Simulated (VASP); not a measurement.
# Co in VASP: further runs, part 2 of 2

VASP 6.6.1. The steps go on from the part before.

### 4 Single point, PBEsol, collinear spin, ferromagnetic start

This run uses another cell than the first one, of 10.33 Å³/atom.

Input file INCAR:

```
  ALGO = Normal
  EDIFF = 1E-7
  ENCUT = 520
  GGA = PS
  ISIF = 2
  ISMEAR = -1
  ISPIN = 2
  LASPH = True
  LCHARG = False
  LMAXMIX = 4
  LORBIT = 11
  LREAL = False
  LWAVE = False
  MAGMOM = 2 2
  NBANDS = 20
  NELM = 150
  PREC = Accurate
  SIGMA = 0.05
```

Input file KPOINTS:

```
k-points
0
Gamma
  9 9 5
```

Input file POSCAR:

```
Co
1.0
    2.4511876471      0.0000000000      0.0000000000
   -1.2255938235      2.1227907718      0.0000000000
    0.0000000000      0.0000000000      3.9716416280
Co
2
Direct
    0.3333333333      0.6666666667      0.7499966001
    0.6666666667      0.3333333333      0.2500033999
```

Potentials or basis: VASP PAW PBE potentials, release 64 (Co).

Run with:

```console
$ cat potpaw_PBE.64/Co/POTCAR > POTCAR
$ mpirun -np 1 vasp_std > vasp.out
```

OUTCAR:

```text
EDIFF = 1E-7
   ENCUT = 520
   GGA = PS
   ISIF = 2
   ISMEAR = -1
   ISPIN = 2
   LASPH = True
   LORBIT = 11
   LREAL = False
   NELM = 150
   PREC = Accurate

 ion  position               nearest neighbor table
   1  0.333  0.667  0.750-   2 2.44   2 2.44   2 2.44   2 2.44   2 2.44   2 2.44
   2  0.667  0.333  0.250-   1 2.44   1 2.44   1 2.44   1 2.44   1 2.44   1 2.44

  LATTYP: Found a hexagonal cell.
 ALAT       =     2.4511876471
 C/A-ratio  =     1.6202927722

  Lattice vectors:

 A1 = (   2.4511876471,   0.0000000000,   0.0000000000)
 A2 = (  -1.2255938235,   2.1227907718,   0.0000000000)
 A3 = (   0.0000000000,   0.0000000000,   3.9716416280)

Analysis of symmetry for initial positions (statically):
=====================================================================
 Subroutine PRICEL returns:
 Original cell was already a primitive cell.

 Routine SETGRP: Setting up the symmetry group for a
 hexagonal supercell.

 Subroutine GETGRP returns: Found 12 space group operations
 (whereof 12 operations were pure point group operations)
 out of a pool of 24 trial point group operations.

The static configuration has the point symmetry D_3d.

Analysis of symmetry for dynamics (positions and initial velocities):
=====================================================================
 Subroutine PRICEL returns:
 Original cell was already a primitive cell.

 Routine SETGRP: Setting up the symmetry group for a
 hexagonal supercell.

 Subroutine GETGRP returns: Found 12 space group operations
 (whereof 12 operations were pure point group operations)
 out of a pool of 24 trial point group operations.

The dynamic configuration has the point symmetry D_3d.

Analysis of structural, dynamic, and magnetic symmetry:
=====================================================================
 Subroutine PRICEL returns:
 Original cell was already a primitive cell.

 Routine SETGRP: Setting up the symmetry group for a
 hexagonal supercell.

 Subroutine GETGRP returns: Found 12 space group operations
 (whereof 12 operations were pure point group operations)
 out of a pool of 24 trial point group operations.

The overall configuration has the point symmetry D_3d.

 Subroutine INISYM returns: Found 12 space group operations
 (whereof 12 operations are pure point group operations),
 and found     1 'primitive' translations

----------------------------------------------------------------------------------------

                                     Primitive cell

  volume of cell :      20.6659

  direct lattice vectors                    reciprocal lattice vectors
     2.451187647  0.000000000  0.000000000     0.407965502  0.235538993  0.000000000
    -1.225593823  2.122790772  0.000000000     0.000000000  0.471077985  0.000000000
     0.000000000  0.000000000  3.971641628     0.000000000  0.000000000  0.251785054

  length of vectors
     2.451187647  2.451187647  3.971641628     0.471077985  0.471077985  0.251785054

  position of ions in fractional coordinates (direct lattice)
     0.333333333  0.666666667  0.749996600
     0.666666667  0.333333333  0.250003400

  ion indices of the primitive-cell ions
   primitive index   ion index
                 1           1
                 2           2
[... 58 lines left out ...]
   dimension x,y,z NGXF=    36 NGYF=   36 NGZF=   60
   ions per type =               2
   NGX,Y,Z   is equivalent  to a cutoff of  12.21, 12.21, 12.56 a.u.
   NGXF,Y,Z  is equivalent  to a cutoff of  24.42, 24.42, 25.11 a.u.
 SYSTEM =  unknown system
   PREC   = accura    normal or accurate (medium, high low for compatibility)
   ISTART =      0    job   : 0-new  1-cont  2-samecut
   ICHARG =      2    charge: 1-file 2-atom 10-const
   ISPIN  =      2    spin polarized calculation?
   LNONCOLLINEAR =      F non collinear calculations
   LSORBIT =      F    spin-orbit coupling
   LASPH  =      T    aspherical Exc in radial PAW
   ENCUT  =  520.0 eV  38.22 Ry    6.18 a.u.   4.56  4.56  7.38*2*pi/ulx,y,z
   NELM   =    150;   NELMIN=  2; NELMDL= -5     # of ELM steps
[... 15 lines left out ...]
   ISMEAR =    -1;   SIGMA  =   0.05  broadening in eV -4-tet -1-fermi 0-gaus
   EFERMI_NEDOS =   21; number of points for ismear=-14 and -15
   IALGO  =     38    algorithm
   IMIX   =      4    mixing-type and parameters
     AMIX     =   0.40;   BMIX     =  1.00
     AMIX_MAG =   1.60;   BMIX_MAG =  1.00
  volume/ion in A,a.u.               =      10.33        69.73
  Fermi-wavevector in a.u.,A,eV,Ry     =   1.563439  2.954472 33.257304  2.444343
  Thomas-Fermi vector in A             =   2.666210
   LORBIT       =     11    0 simple, 1 ext, 2 COOP (PROOUT), +10 PAW based schemes
   GGA     = PS    functional components
   LHFCALC =     F    Hartree Fock is set to
   AEXX    =    0.0000 exact exchange contribution
   IVDW    =     0    specifies the selected vdW correction
   LEPSILON=     F    determine dielectric tensor
   LRPA    =     F    only Hartree local field effects (RPA)
 spin polarized calculation
  energy-cutoff  :      520.00
  volume of cell :       20.67
 maximum number of plane-waves:       574
 NGX is ok and might be reduce to    18
   NGX =  9   NGY =  9   NGZ = 15

 number of electron      17.9999971 magnetization       3.0382367

 Free energy of the ion-electron system (eV)
  ---------------------------------------------------
  ext. energy  EPLUGINS =         0.00000000
  ---------------------------------------------------
  free energy    TOTEN  =       -15.48401363 eV

  energy without entropy =      -15.46717990  energy(sigma->0) =      -15.47559677

 E-fermi :  10.7829     XC(G=0): -13.8696

 val. band max:       10.7778152515   @ k =   0.1111  -0.0000   0.2000
 cond. band min:      10.8109630756   @ k =  -0.1111   0.3333   0.2000
 fundamental gap:      0.0331478242
 Fermi energy:        10.7829034458

 spin component 1

 k-point     1 :       0.0000    0.0000    0.0000
  band No.  band energies     occupation
      1       1.5223      1.00000
      2       5.4161      1.00000
      3       8.1323      1.00000
      4       8.1699      1.00000
      5       8.1699      1.00000
      6       8.5093      1.00000
[... 541 lines left out ...]
     19      36.7841      0.00000
     20      37.7886      0.00000

 [... further k-points ...]

 spin component 2

 k-point     1 :       0.0000    0.0000    0.0000
  band No.  band energies     occupation
      1       1.5719      1.00000
      2       6.3099      1.00000
      3       9.6590      1.00000
      4       9.6956      1.00000
      5       9.6956      1.00000
      6      10.0866      1.00000
[... 541 lines left out ...]
     19      37.0572      0.00000
     20      37.9928      0.00000

 [... further k-points ...]
[... 5 lines left out ...]
  --------------------------------------------------------------------------------------
  -------------------------------------------------------------------------------------
  Total       -0.0964497     -0.0964497     -0.1022972     -0.0000000      0.0000000      0.0000000
  in kB       -7.4775208     -7.4775208     -7.9308655     -0.0000000      0.0000000      0.0000000
  external PRESSURE =      -7.6286357 kB  Pullay stress =       0.0000000 kB

 VOLUME and BASIS-vectors are now :
 -----------------------------------------------------------------------------
  energy-cutoff  :      520.00
  volume of cell :       20.67
      direct lattice vectors                 reciprocal lattice vectors
     2.451187647  0.000000000  0.000000000     0.407965502  0.235538993  0.000000000
    -1.225593823  2.122790772  0.000000000     0.000000000  0.471077985  0.000000000
     0.000000000  0.000000000  3.971641628     0.000000000  0.000000000  0.251785054

 POSITION                                       TOTAL-FORCE (eV/Angst)
 -----------------------------------------------------------------------------------
     -0.00000      1.41519      2.97872         0.000000      0.000000      0.000199
      1.22559      0.70760      0.99292        -0.000000      0.000000     -0.000199
 -----------------------------------------------------------------------------------
    total drift:                                0.000000     -0.000000     -0.000000

  FREE ENERGIE OF THE ION-ELECTRON SYSTEM (eV)
  ---------------------------------------------------
  free  energy   TOTEN  =       -15.4840136291 eV

  energy  without entropy=      -15.4671799010  energy(sigma->0) =      -15.47559677

 total charge

# of ion       s       p       d       tot
------------------------------------------
    1        0.508   0.567   7.296   8.371
    2        0.508   0.567   7.296   8.371
--------------------------------------------------
tot          1.016   1.134  14.593  16.743

 magnetization (x)

# of ion       s       p       d       tot
------------------------------------------
    1       -0.017  -0.056   1.600   1.528
    2       -0.017  -0.056   1.600   1.528
--------------------------------------------------
tot         -0.033  -0.111   3.200   3.055
```

OSZICAR:

```text
N       E                     dE             d eps       ncg     rms          rms(c)
DAV:   1     0.827824984654E+02    0.82782E+02   -0.82285E+03  4248   0.126E+03
DAV:   2    -0.133668800863E+02   -0.96149E+02   -0.86385E+02  4076   0.218E+02
DAV:   3    -0.178654140641E+02   -0.44985E+01   -0.43261E+01  4520   0.570E+01
DAV:   4    -0.179323144027E+02   -0.66900E-01   -0.66840E-01  4900   0.613E+00
DAV:   5    -0.179342909692E+02   -0.19766E-02   -0.19764E-02  4596   0.102E+00    0.167E+01
DAV:   6    -0.159113495915E+02    0.20229E+01   -0.78826E+00  4548   0.587E+01    0.651E+00
DAV:   7    -0.155284568728E+02    0.38289E+00   -0.11337E+00  4812   0.204E+01    0.389E+00
DAV:   8    -0.155015022159E+02    0.26955E-01   -0.14037E-02  5856   0.116E+00    0.172E+00
DAV:   9    -0.154852844992E+02    0.16218E-01   -0.18869E-03  6628   0.879E-01    0.442E-01
DAV:  10    -0.154840133980E+02    0.12711E-02   -0.54510E-04  5260   0.273E-01    0.530E-02
DAV:  11    -0.154840173327E+02   -0.39346E-05   -0.23485E-05  5012   0.411E-02    0.299E-02
DAV:  12    -0.154840146514E+02    0.26812E-05   -0.18943E-06  5012   0.133E-02    0.162E-02
DAV:  13    -0.154840138731E+02    0.77832E-06   -0.16718E-06  5832   0.152E-02    0.279E-03
DAV:  14    -0.154840137112E+02    0.16189E-06   -0.11709E-07  3736   0.322E-03    0.691E-04
DAV:  15    -0.154840136004E+02    0.11082E-06   -0.66462E-09  2088   0.845E-04    0.729E-04
DAV:  16    -0.154840136291E+02   -0.28674E-07   -0.12280E-09  2076   0.359E-04
   1 F= -.15484014E+02 E0= -.15475597E+02  d E =-.168337E-01  mag=     3.0382
```

stdout:

```text
POSCAR found type information on POSCAR Co
 POSCAR found :  1 types and       2 ions
 scaLAPACK will be used
 -----------------------------------------------------------------------------
|                                                                             |
|                                                                             |
|     You enforced a specific xc type in the INCAR file but a different       |
|     I HOPE YOU KNOW WHAT YOU ARE DOING!                                     |
|                                                                             |
 -----------------------------------------------------------------------------

 LDA part: xc-table for (Slater+PW92), standard interpolation
 POSCAR, INCAR and KPOINTS ok, starting setup
 FFT: planning ... GRIDC
 FFT: planning ... GRID_SOFT
 FFT: planning ... GRID
 WAVECAR not read
 entering main loop
```

Run time: 19 s. Hardware: 1 thread of Intel Xeon 6975P-C (Granite Rapids), shared host; peak memory 0.15 GiB.

What came out:

```
Free energy                                           : -15.4840 eV
Pressure                                              : -0.8 GPa
Net moment                                            : 3.04 μB per cell
Site moments                                          : Co +1.53 μB
Valence electrons inside the program's atomic spheres : Co 8.37
```

Levels at points of the mesh, in eV from the Fermi level:
Spin up:
| k point | band 7 | band 8 | band 9 | band 10 | band 11 | band 12 | band 13 | band 14 | band 15 | band 16 |
| --- | --- | --- | --- | --- | --- | --- | --- | --- | --- | --- |
| (0.00, 0.00, 0.00) | -2.27 | -1.89 | -1.89 | -0.71 | -0.71 | -0.18 | 6.77 | 22.36 | 25.43 | 25.43 |
Spin down:
| k point | band 3 | band 4 | band 5 | band 6 | band 7 | band 8 | band 9 | band 10 | band 11 | band 12 |
| --- | --- | --- | --- | --- | --- | --- | --- | --- | --- | --- |
| (0.00, 0.00, 0.00) | -1.12 | -1.09 | -1.09 | -0.70 | -0.70 | -0.23 | -0.23 | -0.17 | 1.07 | 1.07 |

Caveat: the PAW data sets were made with another functional, which shifts forces and pressure a little.

### 5 Relaxation of cell and atoms, PBEsol, collinear spin, ferromagnetic start

This run uses another cell than the first one, of 10.89 Å³/atom.

Input file INCAR:

```
SYSTEM = Co
  PREC = Accurate
  ENCUT = 600
  EDIFF = 1E-6
  ISMEAR = -1
  SIGMA = 0.05
  LREAL = .FALSE.
  LASPH = .TRUE.
  NELM = 150
  ALGO = Normal
  ISIF = 3
  LWAVE = .FALSE.
  LCHARG = .FALSE.
  ISPIN = 2
  MAGMOM = 2 2
  LORBIT = 11
  LMAXMIX = 4
  GGA = PS
  IBRION = 2
  NSW = 80
  EDIFFG = -0.02
```

Input file KPOINTS:

```
Automatic mesh
0
G
  9 9 5
  0 0 0
```

Input file POSCAR:

```
Co
1.0
    2.4873648738      0.0000000000      0.0000000000
   -1.2436824369      2.1541211692      0.0000000000
    0.0000000000      0.0000000000      4.0632895034
Co
2
Direct
    0.3333333333      0.6666666667      0.7401390000
    0.6666666667      0.3333333333      0.2598610000
```

Run with:

```console
$ cat potpaw_PBE.64/Co/POTCAR > POTCAR
$ mpirun -np 1 vasp_std > vasp.out
```

Run time: 69 s. Hardware: 1 thread of Intel Xeon 6975P-C (Granite Rapids), shared host; peak memory 0.17 GiB.

It converged, with:

- Free energy: -15.4844 eV
- Relaxed volume: 10.30 Å³/atom
- Relaxed cell: a = 2.448 Å, b = 2.448 Å, c = 3.968 Å, α = 90.00°, β = 90.00°, γ = 120.00°
- Space group after relaxing (to 0.1 Å): P6_3/mmc (No. 194)
- Energy gained by relaxing: 32.2 meV/atom
- Ionic steps: 8
- Pressure after relaxing: 0.0 GPa
- Largest force after relaxing: 0.003 eV/Å
- Net moment: 3.04 μB per cell
- Site moments: Co +1.53 μB
- Valence electrons inside the program's atomic spheres: Co 8.38

Forces in eV/Å, atoms in the order of the input:
```
Co   0.000  0.000  0.003
Co   0.000  0.000 -0.003
```

Stress tensor (GPa, compression positive):
```
 0.07  0.00  0.00
 0.00  0.07  0.00
 0.00  0.00 -0.09
```

The path:
| step | energy change (eV) | largest force (eV/Å) | pressure (GPa) | volume (Å³) |
| --- | --- | --- | --- | --- |
| 1 | 0.0000 | 0.4343 | -11.41 | 21.77 |
| 2 | 0.0026 | 0.3816 | 17.50 | 19.42 |
| 3 | -0.0509 | 0.4492 | 1.16 | 20.55 |
| 4 | -0.0634 | 0.1187 | 0.66 | 20.54 |
| 5 | -0.0644 | 0.0083 | 0.71 | 20.54 |
| 6 | -0.0644 | 0.0007 | 0.69 | 20.54 |
| 7 | -0.0643 | 0.0069 | -0.87 | 20.67 |
| 8 | -0.0645 | 0.0031 | 0.02 | 20.59 |

Final structure:
```yaml
crystal:
  lattice:
    - [2.44818, 0.00000, 0.00000]
    - [-1.22409, 2.12019, 0.00000]
    - [0.00000, 0.00000, 3.96773]
  atoms:
    - { symbol: Co, position: [0.33333, 0.66667, 0.74995] }
    - { symbol: Co, position: [0.66667, 0.33333, 0.25005] }
```

Levels at points of the mesh, in eV from the Fermi level:
Spin up:
```csv
k point,band 8,band 9,band 10,band 11,band 12,band 13,band 14,band 15
"(0.00, 0.00, 0.00)",-1.89,-1.89,-0.70,-0.70,-0.19,6.80,22.39,25.50
```
Spin down:
| k point | band 5 | band 6 | band 7 | band 8 | band 9 | band 10 |
| --- | --- | --- | --- | --- | --- | --- |
| (0.00, 0.00, 0.00) | -1.09 | -0.70 | -0.70 | -0.23 | -0.23 | -0.17 |

Caveat: the PAW data sets were made with another functional, which shifts forces and pressure a little.

### 6 Relaxation of cell and atoms, PBEsol, collinear spin, ferromagnetic start, target pressure 2 GPa, at which the enthalpy is minimised

This run uses another cell than the first one, of 10.89 Å³/atom.

Input file INCAR:

```
PREC     = Accurate       # precision mode
ENCUT    = 600            # plane-wave cutoff, eV
EDIFF    = 1E-7           # SCF threshold, eV
ISMEAR   = -1             # smearing method
SIGMA    = 0.05           # smearing width, eV
LREAL    = False          # projectors in reciprocal space
LASPH    = True           # aspherical terms in the spheres
NELM     = 150            # most SCF steps
ALGO     = Normal         # electronic algorithm
ISIF     = 3              # what is computed and relaxed
LWAVE    = False          # write WAVECAR
LCHARG   = False          # write CHGCAR
ISPIN    = 2              # spin polarisation
MAGMOM   = 2 2            # initial moments
LORBIT   = 11             # projections on sites
LMAXMIX  = 4              # l up to which the mixer works
GGA      = PS             # functional
IBRION   = 2              # ionic algorithm
NSW      = 80             # ionic steps
EDIFFG   = -0.02          # ionic threshold
PSTRESS  = 20.0
```

Input file KPOINTS:

```
regular mesh
0
Gamma
  9 9 5
```

POSCAR is that of step 5.

Potentials or basis: VASP PAW PBE potentials, release 64 (Co).

Run with:

```console
$ cat potpaw_PBE.64/Co/POTCAR > POTCAR
$ mpirun -np 1 vasp_std > vasp.out
```

It took 82 s on 1 thread of Intel Xeon 6975P-C (Granite Rapids), shared host; peak memory 0.17 GiB.

It converged, with:

| Quantity | Value |
| --- | --- |
| Free energy | -15.4835 eV |
| Relaxed volume | 10.22 Å³/atom |
| Relaxed cell | a = 2.442 Å, b = 2.442 Å, c = 3.957 Å, α = 90.00°, β = 90.00°, γ = 120.00° |
| Space group after relaxing (to 0.1 Å) | P6_3/mmc (No. 194) |
| Energy change on relaxing (the run minimises the enthalpy) | -31.8 meV/atom |
| Ionic steps | 8 |
| Pressure after relaxing | 2.0 GPa |
| Largest force after relaxing | 0.005 eV/Å |
| Net moment | 3.03 μB per cell |
| Site moments | Co +1.52 μB |
| Valence electrons inside the program's atomic spheres | Co 8.40 |

Forces in eV/Å, atoms in the order of the input:
```
Co   0.000  0.000  0.005
Co   0.000  0.000 -0.005
```

Stress tensor (GPa, compression positive):
```
2.07 0.00 0.00
0.00 2.07 0.00
0.00 0.00 1.92
```

Step by step:
```tsv
step	energy change (eV)	largest force (eV/Å)	pressure (GPa)	volume (Å³)
1	0.0000	0.4347	-11.36	21.77
2	0.0531	0.4203	24.57	19.03
3	-0.0486	0.4767	2.94	20.41
4	-0.0619	0.1221	2.62	20.39
5	-0.0628	0.0060	2.67	20.38
6	-0.0628	0.0029	2.66	20.38
7	-0.0642	0.0080	1.13	20.50
8	-0.0635	0.0053	2.02	20.44
```

Final structure:
```xyz
2
Lattice="2.4421 0.0000 0.0000 -1.2210 2.1149 0.0000 0.0000 0.0000 3.9568" Properties=species:S:1:pos:R:3 pbc="T T T"
Co    0.0000    1.4099    2.9672
Co    1.2210    0.7050    0.9895
```

Levels at points of the mesh, in eV from the Fermi level:
Spin up:
| k point | band 7 | band 8 | band 9 | band 10 | band 11 | band 12 | band 13 | band 14 | band 15 |
| --- | --- | --- | --- | --- | --- | --- | --- | --- | --- |
| (0.00, 0.00, 0.00) | -2.28 | -1.89 | -1.89 | -0.69 | -0.69 | -0.19 | 6.88 | 22.46 | 25.73 |
Spin down:
```csv
k point,band 3,band 4,band 5,band 6,band 7,band 8,band 9,band 10,band 11,band 12
"(0.00, 0.00, 0.00)",-1.14,-1.11,-1.11,-0.71,-0.71,-0.23,-0.23,-0.17,1.09,1.09
```

Caveat: the cell is relaxed towards a set pressure, so the run minimises the enthalpy, not the energy; the PAW data sets were made with another functional, which shifts forces and pressure a little.

### 7 Overview

| task | cell | cutoff (eV) | gap on the mesh (eV) | pressure (GPa) | moment (μB) |
| --- | --- | --- | --- | --- | --- |
| single point | a = 2.436, b = 2.436, c = 3.945 Å, angles 90.0, 90.0, 120.0°, 2 atoms, atomic positions A | 520 | none | 4.1 | 3.02 |
| single point | a = 2.445, b = 2.445, c = 3.961 Å, angles 90.0, 90.0, 120.0°, 2 atoms, atomic positions A | 520 | none | 1.2 | 3.03 |
| single point | a = 2.451, b = 2.451, c = 3.972 Å, angles 90.0, 90.0, 120.0°, 2 atoms, atomic positions A | 520 | none | -0.8 | 3.04 |
| relaxation of cell and atoms | relaxed from a = 2.487, b = 2.487, c = 4.063 Å, angles 90.0, 90.0, 120.0°, 2 atoms, atomic positions B | 600 | none | 0.0 | 3.04 |
| relaxation of cell and atoms | relaxed to 2 GPa from a = 2.487, b = 2.487, c = 4.063 Å, angles 90.0, 90.0, 120.0°, 2 atoms, atomic positions B | 600 | none | 2.0 | 3.03 |

Alike in all rows: level PBEsol; potentials or basis VASP PAW PBE potentials, release 64 (Co); spin collinear, ferromagnetic start; k mesh 9 × 9 × 5; smearing fermi-dirac 0.05 eV.

Caveats: the PAW data sets were made with another functional, which shifts forces and pressure a little; the cell stands under pressure (at least some runs); the cell is relaxed towards a set pressure, so the run minimises the enthalpy, not the energy (at least some runs).

Absolute energies hang on the potentials; compare differences alone.
